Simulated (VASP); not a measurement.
Here is a VASP 6.6.1 calculation.

Contents of INCAR:

```
PREC = Accurate
ENCUT = 520
EDIFF = 1E-7
ISMEAR = 0
SIGMA = 0.1
LREAL = F
LASPH = T
NELM = 80
ALGO = Normal
ISIF = 2
LWAVE = F
LCHARG = T
GGA = RP
LELF = T
LVHAR = T
NBANDS = 21
```

File KPOINTS:

```
regular mesh
0
Gamma
  3 3 3
```

File POSCAR:

```
PbF2
1.0
    0.0000000000      2.9579484323      2.9579484323
    2.9579484323      0.0000000000      2.9579484323
    2.9579484323      2.9579484323      0.0000000000
Pb F
1 2
Direct
    0.0000000000      0.0000000000      0.0000000000
    0.7500000000      0.7500000000      0.7500000000
    0.2500000000      0.2500000000      0.2500000000
```

Potentials or basis: VASP PAW PBE potentials, release 64 (Pb_d, F).

Launch:

```sh
$ cat potpaw_PBE.64/Pb_d/POTCAR potpaw_PBE.64/F/POTCAR > POTCAR
$ mpirun -np 1 vasp_std > vasp.out
```

Problem. What does it give for the band gap on the k mesh?

Solution. 4.83 eV, indirect (least direct gap 5.35 eV).

Problem. Predict the pressure.

Solution. 6.2 GPa.

Caveat: the k points lie up to 0.61 Å⁻¹ apart; the PAW data sets were made with another functional, which shifts forces and pressure a little; spin-orbit coupling is left out, which moves the levels of the heavy elements. A k mesh can miss the band edges.
